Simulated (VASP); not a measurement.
# Ti (P6_3/mmc) in VASP: a series of runs

Ti is run at these levels: r2SCAN; tasks: single point.

All numbers are computed with VASP 6.6.1; they aren't measurements. Logs are shortened: lines on timing, memory, paths and dates and some standing lists are left out, and cuts for length are marked.

## Step 1: The cell of the first run

It takes space group P6_3/mmc (No. 194, hexagonal). Conventional cell: a = 3.038 Å, b = 3.038 Å, c = 4.686 Å, α = 90.00°, β = 90.00°, γ = 120.00°. Within 3.9 Å of Ti (site symmetry -6m2) lie 12 Ti at 2.93 to 3.04 Å.

## Step 2: Single point, r2SCAN (strain +0.030 along x and y, +0.000 along z)

File POSCAR:

```
Ti
1.0
    3.0384977962      0.0000000000      0.0000000000
   -1.5192488981      2.6314162809      0.0000000000
    0.0000000000      0.0000000000      4.6860000000
Ti
2
Direct
    0.3333333333      0.6666666667      0.2500000000
    0.6666666667      0.3333333333      0.7500000000
```

File INCAR.step1:

```
PREC = Accurate
ENCUT = 520
ISMEAR = 0
SIGMA = 0.15
LREAL = False
LASPH = True
NELM = 100
NBANDS = 19
GGA = PE
ALGO = Normal
EDIFF = 1E-4
LWAVE = True
LCHARG = False
```

File INCAR.step2:

```
PREC = Accurate
ENCUT = 520
EDIFF = 1E-6
ISMEAR = 0
SIGMA = 0.15
LREAL = False
LASPH = True
NELM = 100
ALGO = Normal
ISIF = 2
LWAVE = False
LCHARG = False
METAGGA = R2SCAN
LMIXTAU = True
NBANDS = 19
ISTART = 1
```

File KPOINTS:

```
regular mesh
0
Gamma
  18 18 10
```

Potentials or basis: VASP PAW PBE potentials, release 64 (Ti_sv).

Launch:

```console
> cat potpaw_PBE.64/Ti_sv/POTCAR > POTCAR
> cp INCAR.step1 INCAR
> mpirun -np 1 vasp_std > vasp.out
> cp INCAR.step2 INCAR
> mpirun -np 1 vasp_std > vasp.out
```

OUTCAR:

```text
PREC = Accurate
   ENCUT = 520
   EDIFF = 1E-6
   ISMEAR = 0
   LREAL = False
   LASPH = True
   NELM = 100
   ISIF = 2
   METAGGA = R2SCAN
   ISTART = 1

 ion  position               nearest neighbor table
   1  0.333  0.667  0.250-
   2  0.667  0.333  0.750-

  LATTYP: Found a hexagonal cell.
 ALAT       =     3.0384977962
 C/A-ratio  =     1.5422094450

  Lattice vectors:

 A1 = (   3.0384977962,   0.0000000000,   0.0000000000)
 A2 = (  -1.5192488981,   2.6314162809,   0.0000000000)
 A3 = (   0.0000000000,   0.0000000000,   4.6860000000)

Analysis of symmetry for initial positions (statically):
=====================================================================
 Subroutine PRICEL returns:
 Original cell was already a primitive cell.

 Routine SETGRP: Setting up the symmetry group for a
 hexagonal supercell.

 Subroutine GETGRP returns: Found 24 space group operations
 (whereof 12 operations were pure point group operations)
 out of a pool of 24 trial point group operations.

The static configuration has the point symmetry D_3d.
 The point group associated with its full space group is D_6h.

Analysis of symmetry for dynamics (positions and initial velocities):
=====================================================================
 Subroutine PRICEL returns:
 Original cell was already a primitive cell.

 Routine SETGRP: Setting up the symmetry group for a
 hexagonal supercell.

 Subroutine GETGRP returns: Found 24 space group operations
 (whereof 12 operations were pure point group operations)
 out of a pool of 24 trial point group operations.

The dynamic configuration has the point symmetry D_3d.
 The point group associated with its full space group is D_6h.

 Subroutine INISYM returns: Found 24 space group operations
 (whereof 12 operations are pure point group operations),
 and found     1 'primitive' translations

----------------------------------------------------------------------------------------

                                     Primitive cell

  volume of cell :      37.4672

  direct lattice vectors                    reciprocal lattice vectors
     3.038497796  0.000000000  0.000000000     0.329109997  0.190011745  0.000000000
    -1.519248898  2.631416281  0.000000000     0.000000000  0.380023490  0.000000000
     0.000000000  0.000000000  4.686000000     0.000000000  0.000000000  0.213401622

  length of vectors
     3.038497796  3.038497796  4.686000000     0.380023490  0.380023490  0.213401622

  position of ions in fractional coordinates (direct lattice)
     0.333333333  0.666666667  0.250000000
     0.666666667  0.333333333  0.750000000

  ion indices of the primitive-cell ions
   primitive index   ion index
                 1           1
                 2           2

----------------------------------------------------------------------------------------

 KPOINTS: regular mesh

Automatic generation of k-mesh.
 Grid dimensions read from file:
 generate k-points for:   18   18   10

 Generating k-lattice:

  Cartesian coordinates                     Fractional coordinates (reciprocal lattice)
     0.018283889  0.010556208  0.000000000     0.055555556  0.000000000  0.000000000
     0.000000000  0.021112416  0.000000000     0.000000000  0.055555556  0.000000000
     0.000000000  0.000000000  0.021340162     0.000000000  0.000000000  0.100000000

  Length of vectors
     0.021112416  0.021112416  0.021340162

  Shift w.r.t. Gamma in fractional coordinates (k-lattice)
     0.000000000  0.000000000  0.000000000

 Subroutine IBZKPT returns following result:
 ===========================================

 Found    222 irreducible k-points:

 Following reciprocal coordinates:
            Coordinates               Weight
  0.000000  0.000000  0.000000      1.000000
  0.055556 -0.000000  0.000000      6.000000
  0.111111 -0.000000  0.000000      6.000000
  0.166667 -0.000000  0.000000      6.000000
  0.222222 -0.000000  0.000000      6.000000
  0.277778 -0.000000  0.000000      6.000000
[... 16 lines left out ...]
  0.333333  0.111111  0.000000     12.000000
  0.388889  0.111111  0.000000     12.000000
 [... further k-points ...]
   k-points           NKPTS =    222   k-points in BZ     NKDIM =    222   number of bands    NBANDS=     19
   number of dos      NEDOS =    301   number of ions     NIONS =      2
   total plane-waves  NPLWV =  20736
   dimension x,y,z NGX =    24 NGY =   24 NGZ =   36
   dimension x,y,z NGXF=    48 NGYF=   48 NGZF=   72
   ions per type =               2
   NGX,Y,Z   is equivalent  to a cutoff of  13.13, 13.13, 12.77 a.u.
   NGXF,Y,Z  is equivalent  to a cutoff of  26.26, 26.26, 25.54 a.u.
 SYSTEM =  unknown system
   PREC   = accura    normal or accurate (medium, high low for compatibility)
   ISTART =      1    job   : 0-new  1-cont  2-samecut
   ICHARG =      0    charge: 1-file 2-atom 10-const
   ISPIN  =      1    spin polarized calculation?
   LNONCOLLINEAR =      F non collinear calculations
   LSORBIT =      F    spin-orbit coupling
   LASPH  =      T    aspherical Exc in radial PAW
   ENCUT  =  520.0 eV  38.22 Ry    6.18 a.u.   5.65  5.65  8.71*2*pi/ulx,y,z
   NELM   =    100;   NELMIN=  2; NELMDL=  0     # of ELM steps
   EDIFF  = 0.1E-05   stopping-criterion for ELM
   LREAL  =      F    real-space projection
   EDIFFG = 0.1E-04   stopping-criterion for IOM
   NSW    =      0    number of steps for IOM
   IBRION =     -1    ionic relax: 0-MD 1-quasi-New 2-CG
   NFREE  =      0    steps in history (QN), initial steepest desc. (CG)
   ISIF   =      2    stress and relaxation
   ISYM   =      2    0-nonsym 1-usesym 2-fastsym
   POTIM  = 0.5000    time-step for ionic-motion
   TEBEG  =    0.0;   TEEND  =   0.0 temperature during run
   PSTRESS=    0.0 pullay stress
   NELECT =      24.0000    total number of electrons
   NUPDOWN=      -1.0000    fix difference up-down
   EMIN   =  10.00;   EMAX   =-10.00  energy-range for DOS
   EFERMI =   0.00;   METHOD = LEGACY
   ISMEAR =     0;   SIGMA  =   0.15  broadening in eV -4-tet -1-fermi 0-gaus
   EFERMI_NEDOS =   21; number of points for ismear=-14 and -15
   IALGO  =     38    algorithm
   IMIX   =      4    mixing-type and parameters
     AMIX     =   0.40;   BMIX     =  1.00
     AMIX_MAG =   1.60;   BMIX_MAG =  1.00
  volume/ion in A,a.u.               =      18.73       126.42
  Fermi-wavevector in a.u.,A,eV,Ry     =   1.411221  2.666821 27.096606  1.991544
  Thomas-Fermi vector in A             =   2.533094
   LORBIT       =      0    0 simple, 1 ext, 2 COOP (PROOUT), +10 PAW based schemes
   METAGGA = R2SCAN    functional components
   LHFCALC =     F    Hartree Fock is set to
   AEXX    =    0.0000 exact exchange contribution
   IVDW    =     0    specifies the selected vdW correction
   LEPSILON=     F    determine dielectric tensor
   LRPA    =     F    only Hartree local field effects (RPA)
 non-spin polarized calculation
 Gauss-broadening in eV      SIGMA  =   0.15
  energy-cutoff  :      520.00
  volume of cell :       37.47
 maximum number of plane-waves:      1025
 NGX is ok and might be reduce to    24
   NGX = 11   NGY = 11   NGZ = 17

 number of electron      23.9999995 magnetization

 Free energy of the ion-electron system (eV)
  ---------------------------------------------------
  ext. energy  EPLUGINS =         0.00000000
  ---------------------------------------------------
  free energy    TOTEN  =       -25.83706011 eV

  energy without entropy =      -25.81590251  energy(sigma->0) =      -25.82648131

 E-fermi :   7.6239     XC(G=0): -12.0131

 val. band max:        7.6236971747   @ k =   0.0000   0.0000   0.3000
 cond. band min:       7.6242384071   @ k =   0.2222   0.2222   0.5000
 fundamental gap:      0.0005412324
 Fermi energy:         7.6239330621

 k-point     1 :       0.0000    0.0000    0.0000
  band No.  band energies     occupation
      1     -51.7789      2.00000
      2     -51.6628      2.00000
      3     -27.2728      2.00000
      4     -26.7418      2.00000
      5     -26.7417      2.00000
      6     -26.6665      2.00000
[... 11 lines left out ...]
     18       9.1708      0.00000
     19      10.6904      0.00000

 k-point     2 :       0.0556   -0.0000    0.0000
  band No.  band energies     occupation
      1     -51.7766      2.00000
      2     -51.6621      2.00000
      3     -27.2672      2.00000
      4     -26.7520      2.00000
      5     -26.7454      2.00000
      6     -26.6692      2.00000
[... 11 lines left out ...]
     18       9.1241      0.00000
     19      10.7172      0.00000

 k-point     3 :       0.1111   -0.0000    0.0000
  band No.  band energies     occupation
      1     -51.7700      2.00000
      2     -51.6602      2.00000
      3     -27.2508      2.00000
      4     -26.7819      2.00000
      5     -26.7560      2.00000
      6     -26.6901      2.00000
[... 11 lines left out ...]
     18       9.1095      0.00000
     19      10.7849      0.00000

 k-point     4 :       0.1667   -0.0000    0.0000
  band No.  band energies     occupation
      1     -51.7598      2.00000
      2     -51.6575      2.00000
      3     -27.2246      2.00000
      4     -26.8280      2.00000
      5     -26.7716      2.00000
      6     -26.7370      2.00000
[... 11 lines left out ...]
     18       9.3374      0.00000
     19      10.8692      0.00000

 k-point     5 :       0.2222   -0.0000    0.0000
  band No.  band energies     occupation
      1     -51.7467      2.00000
      2     -51.6546      2.00000
      3     -27.1902      2.00000
      4     -26.8851      2.00000
      5     -26.7932      2.00000
      6     -26.7902      2.00000
[... 11 lines left out ...]
     18       9.6316      0.00000
     19      10.9507      0.00000
[... 334 lines left out ...]
      2     -51.6515      2.00000
      3     -27.1367      2.00000
      4     -26.9432      2.00000
      5     -26.8910      2.00000
      6     -26.7984      2.00000
[... 11 lines left out ...]
     18      10.2677      0.00000
     19      10.9876      0.00000

 k-point    22 :       0.2778    0.1111    0.0000
  band No.  band energies     occupation
      1     -51.7132      2.00000
      2     -51.6506      2.00000
      3     -27.0945      2.00000
      4     -26.9978      2.00000
      5     -26.9244      2.00000
      6     -26.8285      2.00000
[... 11 lines left out ...]
     18      10.6779      0.00000
     19      11.0262      0.00000

 k-point    23 :       0.3333    0.1111    0.0000
  band No.  band energies     occupation
      1     -51.7004      2.00000
      2     -51.6511      2.00000
      3     -27.0534      2.00000
      4     -27.0428      2.00000
      5     -26.9509      2.00000
      6     -26.8531      2.00000
[... 11 lines left out ...]
     18      11.0531      0.00000
     19      11.1041      0.00000

 k-point    24 :       0.3889    0.1111    0.0000
  band No.  band energies     occupation
      1     -51.6907      2.00000
      2     -51.6527      2.00000
      3     -27.0721      2.00000
      4     -27.0200      2.00000
      5     -26.9681      2.00000
      6     -26.8691      2.00000
[... 11 lines left out ...]
     18      11.0686      0.00000
     19      11.5356      0.00000

 [... further k-points ...]
[... 5 lines left out ...]
  --------------------------------------------------------------------------------------
  -------------------------------------------------------------------------------------
  Total       -2.0226919     -2.0226919     -1.4063402      0.0000000      0.0000000      0.0000000
  in kB      -86.4947111    -86.4947111    -60.1381692      0.0000000      0.0000000      0.0000000
  external PRESSURE =     -77.7091972 kB  Pullay stress =       0.0000000 kB

 VOLUME and BASIS-vectors are now :
 -----------------------------------------------------------------------------
  energy-cutoff  :      520.00
  volume of cell :       37.47
      direct lattice vectors                 reciprocal lattice vectors
     3.038497796  0.000000000  0.000000000     0.329109997  0.190011745  0.000000000
    -1.519248898  2.631416281  0.000000000     0.000000000  0.380023490  0.000000000
     0.000000000  0.000000000  4.686000000     0.000000000  0.000000000  0.213401622

 POSITION                                       TOTAL-FORCE (eV/Angst)
 -----------------------------------------------------------------------------------
     -0.00000      1.75428      1.17150        -0.000000     -0.000000      0.000000
      1.51925      0.87714      3.51450         0.000000      0.000000      0.000000
 -----------------------------------------------------------------------------------
    total drift:                                0.000000     -0.000000      0.000000

  FREE ENERGIE OF THE ION-ELECTRON SYSTEM (eV)
  ---------------------------------------------------
  free  energy   TOTEN  =       -25.8370601146 eV

  energy  without entropy=      -25.8159025106  energy(sigma->0) =      -25.82648131
```

It took 6.2 min on 1 thread of Intel Xeon Platinum 8488C (Sapphire Rapids), shared host; peak memory 0.25 GiB.

Results:

| Property | Result |
| --- | --- |
| Free energy | -25.8371 eV |
| Pressure | -7.8 GPa |
| Band gap on the k mesh | zero (band 12 reaches 8.40 eV, above the bottom of band 13 at 7.23 eV) |

Levels at points of the mesh, in eV from the Fermi level:
| k point | band 8 | band 9 | band 10 | band 11 | band 12 | band 13 | band 14 | band 15 | band 16 | band 17 |
| --- | --- | --- | --- | --- | --- | --- | --- | --- | --- | --- |
| (0.00, 0.00, 0.00) | -34.27 | -6.45 | -2.67 | 0.62 | 0.78 | 0.78 | 1.05 | 1.29 | 1.29 | 1.55 |
| (0.50, 0.00, 0.00) | -34.32 | -2.47 | -2.09 | -1.72 | -1.01 | 0.46 | 0.71 | 1.25 | 3.12 | 3.36 |
| (0.00, 0.00, 0.50) | -34.32 | -4.55 | -4.55 | 0.16 | 0.16 | 0.66 | 0.66 | 0.66 | 0.66 | 2.75 |
| (0.50, 0.00, 0.50) | -34.40 | -2.49 | -2.49 | -0.76 | -0.76 | 1.03 | 1.03 | 1.67 | 1.67 | 3.27 |

Caveat: the cell differs from its parent crystal (strain +0.030 along x and y, +0.000 along z); the PAW data sets were made with another functional, which shifts forces and pressure a little.

## Step 3: Single point, r2SCAN (strain +0.015 along x and y, +0.030 along z)

File POSCAR:

```
Ti
1.0
    2.9942478283      0.0000000000      0.0000000000
   -1.4971239141      2.5930946845      0.0000000000
    0.0000000000      0.0000000000      4.8265800000
Ti
2
Direct
    0.3333333333      0.6666666667      0.2500000000
    0.6666666667      0.3333333333      0.7500000000
```

File INCAR.step1:

```
PREC = Accurate ; ENCUT = 520
ISMEAR = 0 ; SIGMA = 0.15
LREAL = F ; LASPH = T
NELM = 80 ; NBANDS = 19
GGA = PE ; ALGO = Normal
EDIFF = 1E-4 ; LWAVE = T
LCHARG = F
```

File INCAR.step2:

```
PREC = Accurate ; ENCUT = 520
EDIFF = 1E-7 ; ISMEAR = 0
SIGMA = 0.15 ; LREAL = F
LASPH = T ; NELM = 80
ALGO = Normal ; ISIF = 2
LWAVE = F ; LCHARG = F
METAGGA = R2SCAN ; LMIXTAU = T
NBANDS = 19 ; ISTART = 1
```

KPOINTS is that of step 2.

Potentials or basis: VASP PAW PBE potentials, release 64 (Ti_sv).

Launch:

```console
> cat potpaw_PBE.64/Ti_sv/POTCAR > POTCAR
> cp INCAR.step1 INCAR
> mpirun -np 1 vasp_std > vasp.out
> cp INCAR.step2 INCAR
> mpirun -np 1 vasp_std > vasp.out
```

Run time: 7.5 min. Hardware: 1 thread of Intel Xeon Platinum 8488C (Sapphire Rapids), shared host; peak memory 0.25 GiB.

It converged, with:

* Free energy: -25.8387 eV
* Pressure: -7.8 GPa
* Band gap on the k mesh: zero (band 12 reaches 8.41 eV, above the bottom of band 13 at 7.24 eV)

Stress tensor (GPa, compression positive):
```
-7.06  0.00  0.00
 0.00 -7.06  0.00
 0.00  0.00 -9.18
```

Levels at points of the mesh, in eV from the Fermi level:
| k point | band 10 | band 11 | band 12 | band 13 | band 14 | band 15 |
| --- | --- | --- | --- | --- | --- | --- |
| (0.00, 0.00, 0.00) | -2.69 | 0.22 | 0.80 | 0.84 | 0.84 | 1.28 |
| (0.50, 0.00, 0.00) | -2.05 | -1.75 | -0.83 | 0.57 | 0.68 | 1.09 |
| (0.00, 0.00, 0.50) | -4.64 | 0.00 | 0.00 | 0.79 | 0.79 | 0.79 |
| (0.50, 0.00, 0.50) | -2.47 | -0.82 | -0.82 | 1.07 | 1.07 | 1.81 |

Caveat: the cell differs from its parent crystal (strain +0.015 along x and y, +0.030 along z); the PAW data sets were made with another functional, which shifts forces and pressure a little.
